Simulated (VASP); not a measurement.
# ZnO (Pm-3m) in VASP: a series of runs, part 2 of 2

VASP 6.6.1. Earlier steps stand in the parts before.

## (4) Single point, PBEsol-based global hybrid with 25 % exact exchange

This run uses another cell than the first one, of 8.96 Å³/atom.

POSCAR reads:

```
ZnO
1.0
    2.6173249357      0.0000000000      0.0000000000
    0.0000000000      2.6173249357      0.0000000000
    0.0000000000      0.0000000000      2.6173249357
Zn O
1 1
Direct
    0.0000000000      0.0000000000      0.0000000000
    0.5000000000      0.5000000000      0.5000000000
```

INCAR.step1 reads:

```
PREC = Accurate
ENCUT = 520
EDIFF = 1E-5
ISMEAR = -1
SIGMA = 0.05
LREAL = F
LASPH = T
NELM = 80
ALGO = Normal
ISIF = 2
LWAVE = T
LCHARG = F
GGA = PE
NBANDS = 16
```

INCAR.step2 reads:

```
PREC = Accurate
ENCUT = 520
EDIFF = 1E-6
ISMEAR = -1
SIGMA = 0.05
LREAL = F
LASPH = T
NELM = 80
ALGO = Normal
ISIF = 2
LWAVE = F
LCHARG = F
GGA = PS
LHFCALC = T
AEXX = 0.25
PRECFOCK = Normal
ISTART = 1
NBANDS = 16
```

KPOINTS reads:

```
Automatic mesh
0
Gamma
  5 5 5
```

Started as:

```
$ cat potpaw_PBE.64/Zn/POTCAR potpaw_PBE.64/O/POTCAR > POTCAR
$ cp INCAR.step1 INCAR
$ mpirun -np 1 vasp_std > vasp.out
$ cp INCAR.step2 INCAR
$ mpirun -np 1 vasp_std > vasp.out
```

Run time: 2.5 min. Hardware: 1 thread of Intel Xeon 6975P-C (Granite Rapids), shared host; peak memory 0.13 GiB.

It converged, with:

```
Free energy            : -11.0221 eV
Pressure               : 1.3 GPa
Band gap on the k mesh : 1.88 eV (least direct gap 3.16 eV)
```

Levels at points of the mesh, in eV from the valence-band top:
```
           k point  band 6  band 7  band 8  band 9  band 10  band 11  band 12  band 13
(0.00, 0.00, 0.00)   -6.72   -1.28   -1.28   -1.28     1.88    17.05    17.05    21.78
```

Caveat: the k points lie up to 0.48 Å⁻¹ apart; the PAW data sets were made with another functional, which shifts forces and pressure a little; an odd mesh through Γ misses points on the zone boundary, where band edges can lie.

## (5) Single point, PBEsol-based screened hybrid with 25 % exact exchange

This run uses another cell than the first one, of 8.98 Å³/atom.

POSCAR reads:

```
ZnO
1.0
    2.6184474892      0.0000000000      0.0000000000
    0.0000000000      2.6184474892      0.0000000000
    0.0000000000      0.0000000000      2.6184474892
Zn O
1 1
Direct
    0.0000000000      0.0000000000      0.0000000000
    0.5000000000      0.5000000000      0.5000000000
```

INCAR.step1 reads:

```
ALGO = Normal
EDIFF = 1E-5
ENCUT = 520
GGA = PE
ISIF = 2
ISMEAR = -1
LASPH = T
LCHARG = F
LREAL = F
LWAVE = T
NBANDS = 16
NELM = 60
PREC = Accurate
SIGMA = 0.05
```

INCAR.step2 reads:

```
AEXX = 0.25
ALGO = Normal
EDIFF = 1E-7
ENCUT = 520
GGA = PS
HFSCREEN = 0.207
ISIF = 2
ISMEAR = -1
ISTART = 1
LASPH = T
LCHARG = F
LHFCALC = T
LREAL = F
LWAVE = F
NBANDS = 16
NELM = 60
PREC = Accurate
PRECFOCK = Normal
SIGMA = 0.05
```

KPOINTS reads:

```
k-points
0
Gamma
  5 5 5
```

Potentials or basis: VASP PAW PBE potentials, release 64 (Zn, O).

Started as:

```
$ cat potpaw_PBE.64/Zn/POTCAR potpaw_PBE.64/O/POTCAR > POTCAR
$ cp INCAR.step1 INCAR
$ mpirun -np 1 vasp_std > vasp.out
$ cp INCAR.step2 INCAR
$ mpirun -np 1 vasp_std > vasp.out
```

OUTCAR:

```text
AEXX = 0.25
   EDIFF = 1E-7
   ENCUT = 520
   GGA = PS
   HFSCREEN = 0.207
   ISIF = 2
   ISMEAR = -1
   ISTART = 1
   LASPH = T
   LHFCALC = T
   LREAL = F
   NELM = 60
   PREC = Accurate
   PRECFOCK = Normal

 ion  position               nearest neighbor table
   1  0.000  0.000  0.000-   2 2.27   2 2.27   2 2.27   2 2.27   2 2.27   2 2.27   2 2.27   2 2.27

   2  0.500  0.500  0.500-   1 2.27   1 2.27   1 2.27   1 2.27   1 2.27   1 2.27   1 2.27   1 2.27

  LATTYP: Found a simple cubic cell.
[... 372 lines left out ...]
------------------------ aborting loop because EDIFF is reached ----------------------------------------

  FORCE on cell =-STRESS in cart. coord.  units (eV):
  Direction    XX          YY          ZZ          XY          YZ          ZX
  --------------------------------------------------------------------------------------
  -------------------------------------------------------------------------------------
  Total        0.1619859      0.1619859      0.1619859      0.0000000      0.0000000      0.0000000
  in kB       14.4562668     14.4562668     14.4562668      0.0000000      0.0000000      0.0000000
  external PRESSURE =      14.4562668 kB  Pullay stress =       0.0000000 kB

 VOLUME and BASIS-vectors are now :
 -----------------------------------------------------------------------------
  energy-cutoff  :      520.00
  volume of cell :       17.95
      direct lattice vectors                 reciprocal lattice vectors
     2.618447489  0.000000000  0.000000000     0.381905692  0.000000000  0.000000000
     0.000000000  2.618447489  0.000000000     0.000000000  0.381905692  0.000000000
     0.000000000  0.000000000  2.618447489     0.000000000  0.000000000  0.381905692

 POSITION                                       TOTAL-FORCE (eV/Angst)
 -----------------------------------------------------------------------------------
      0.00000      0.00000      0.00000         0.000000      0.000000      0.000000
      1.30922      1.30922      1.30922         0.000000      0.000000      0.000000
 -----------------------------------------------------------------------------------
    total drift:                                0.000001      0.000000      0.000000

  FREE ENERGIE OF THE ION-ELECTRON SYSTEM (eV)
  ---------------------------------------------------
  free  energy   TOTEN  =       -10.3999906991 eV

  energy  without entropy=      -10.3999887908  energy(sigma->0) =      -10.39998974
```

OSZICAR.step1:

```text
N       E                     dE             d eps       ncg     rms          rms(c)
DAV:   1     0.884475125152E+02    0.88448E+02   -0.96927E+03   352   0.177E+03
DAV:   2    -0.495634645365E+01   -0.93404E+02   -0.83827E+02   368   0.292E+02
DAV:   3    -0.915292589215E+01   -0.41966E+01   -0.41809E+01   344   0.625E+01
DAV:   4    -0.917095232810E+01   -0.18026E-01   -0.18026E-01   408   0.398E+00
DAV:   5    -0.917100060031E+01   -0.48272E-04   -0.48272E-04   352   0.191E-01    0.896E+00
DAV:   6    -0.744981207631E+01    0.17212E+01   -0.29134E+00   432   0.608E+01    0.645E+00
DAV:   7    -0.743178746320E+01    0.18025E-01   -0.57832E-01   328   0.118E+01    0.338E+00
DAV:   8    -0.740575965649E+01    0.26028E-01   -0.70840E-02   336   0.245E+00    0.701E-01
DAV:   9    -0.740297975148E+01    0.27799E-02   -0.35233E-03   472   0.122E+00    0.904E-02
DAV:  10    -0.740300506733E+01   -0.25316E-04   -0.61274E-04   352   0.223E-01    0.536E-02
DAV:  11    -0.740301662531E+01   -0.11558E-04   -0.25074E-05   368   0.535E-02    0.535E-03
DAV:  12    -0.740301582609E+01    0.79922E-06   -0.12895E-06   184   0.140E-02
   1 F= -.74030158E+01 E0= -.74011071E+01  d E =-.381755E-02
```

Wall time 3.6 min (1 thread of Intel Xeon 6975P-C (Granite Rapids), shared host); peak memory 0.23 GiB.

Results:

* Free energy: -10.4000 eV
* Pressure: 1.4 GPa
* Band gap on the k mesh: 1.11 eV (least direct gap 2.39 eV)

Levels at points of the mesh, in eV from the valence-band top:
```
           k point  band 6  band 7  band 8  band 9  band 10  band 11  band 12  band 13
(0.00, 0.00, 0.00)   -6.70   -1.28   -1.28   -1.28     1.11    16.26    16.26    20.96
```

Caveat: the k points lie up to 0.48 Å⁻¹ apart; the PAW data sets were made with another functional, which shifts forces and pressure a little; an odd mesh through Γ misses points on the zone boundary, where band edges can lie.

## (6) Single point, PBE0

This run uses another cell than the first one, of 9.26 Å³/atom.

POSCAR reads:

```
ZnO
1.0
    2.6454779545      0.0000000000      0.0000000000
    0.0000000000      2.6454779545      0.0000000000
    0.0000000000      0.0000000000      2.6454779545
Zn O
1 1
Direct
    0.0000000000      0.0000000000      0.0000000000
    0.5000000000      0.5000000000      0.5000000000
```

INCAR.step1 reads:

```
SYSTEM = ZnO
PREC     = Accurate       ! precision mode
ENCUT    = 520            ! plane-wave cutoff, eV
EDIFF    = 1E-5           ! SCF threshold, eV
ISMEAR   = -1             ! smearing method
SIGMA    = 0.05           ! smearing width, eV
LREAL    = .FALSE.        ! projectors in reciprocal space
LASPH    = .TRUE.         ! aspherical terms in the spheres
NELM     = 80             ! most SCF steps
ALGO     = Normal         ! electronic algorithm
ISIF     = 2              ! what is computed and relaxed
LWAVE    = .TRUE.         ! write WAVECAR
LCHARG   = .FALSE.        ! write CHGCAR
GGA      = PE             ! functional
NBANDS   = 16             ! bands
```

INCAR.step2 reads:

```
SYSTEM = ZnO
PREC     = Accurate       ! precision mode
ENCUT    = 520            ! plane-wave cutoff, eV
EDIFF    = 1E-6           ! SCF threshold, eV
ISMEAR   = -1             ! smearing method
SIGMA    = 0.05           ! smearing width, eV
LREAL    = .FALSE.        ! projectors in reciprocal space
LASPH    = .TRUE.         ! aspherical terms in the spheres
NELM     = 80             ! most SCF steps
ALGO     = Normal         ! electronic algorithm
ISIF     = 2              ! what is computed and relaxed
LWAVE    = .FALSE.        ! write WAVECAR
LCHARG   = .FALSE.        ! write CHGCAR
GGA      = PE             ! functional
LHFCALC  = .TRUE.         ! exact exchange
AEXX     = 0.25           ! exact-exchange fraction
PRECFOCK = Normal       
ISTART   = 1            
NBANDS   = 16             ! bands
```

KPOINTS reads:

```
regular mesh
0
G
  5 5 5
  0 0 0
```

Potentials or basis: VASP PAW PBE potentials, release 64 (Zn, O).

Started as:

```
$ cat potpaw_PBE.64/Zn/POTCAR potpaw_PBE.64/O/POTCAR > POTCAR
$ cp INCAR.step1 INCAR
$ mpirun -np 1 vasp_std > vasp.out
$ cp INCAR.step2 INCAR
$ mpirun -np 1 vasp_std > vasp.out
```

It took 2.5 min on 1 thread of Intel Xeon 6975P-C (Granite Rapids), shared host; peak memory 0.13 GiB.

It converged, with:

| Property | Result |
| --- | --- |
| Free energy | -10.3842 eV |
| Pressure | 1.0 GPa |
| Band gap on the k mesh | 1.69 eV (least direct gap 2.88 eV) |

Levels at points of the mesh, in eV from the valence-band top:
```
           k point  band 5  band 6  band 7  band 8  band 9  band 10  band 11  band 12  band 13  band 14
(0.00, 0.00, 0.00)   -6.74   -6.74   -1.19   -1.19   -1.19     1.69    16.96    16.96    21.38    21.38
```

Caveat: the k points lie up to 0.48 Å⁻¹ apart; the PAW data sets were made with another functional, which shifts forces and pressure a little; an odd mesh through Γ misses points on the zone boundary, where band edges can lie.

## (7) Overview

```csv
task,level,cell,cutoff (eV),share of exact exchange,screening parameter,gap on the mesh (eV),pressure (GPa),relaxed volume (Å³/atom)
relaxation of cell and atoms,PBEsol-based screened hybrid with 25 % exact exchange,"relaxed from a = 2.688 Å, 2 atoms",600,0.25,0.207 1/Å,1.07,-0.2,9.03
relaxation of cell and atoms,HF,"relaxed from a = 2.688 Å, 2 atoms",600,1,-,9.48,-0.1,9.39
single point,PBEsol-based global hybrid with 25 % exact exchange,"a = 2.617 Å, 2 atoms",520,0.25,-,1.88,1.3,-
single point,PBEsol-based screened hybrid with 25 % exact exchange,"a = 2.618 Å, 2 atoms",520,0.25,0.207 1/Å,1.11,1.4,-
single point,PBE0,"a = 2.645 Å, 2 atoms",520,0.25,-,1.69,1.0,-
```

Alike in all rows: potentials or basis VASP PAW PBE potentials, release 64 (Zn, O); no spin polarisation; k mesh 5 × 5 × 5; smearing fermi-dirac 0.05 eV.

Caveats: all runs use coarse meshes; the PAW data sets were made with another functional, which shifts forces and pressure a little; an odd mesh through Γ misses points on the zone boundary, where band edges can lie.

Total energies depend on the potentials used, so only differences within one code and one set of settings carry meaning.
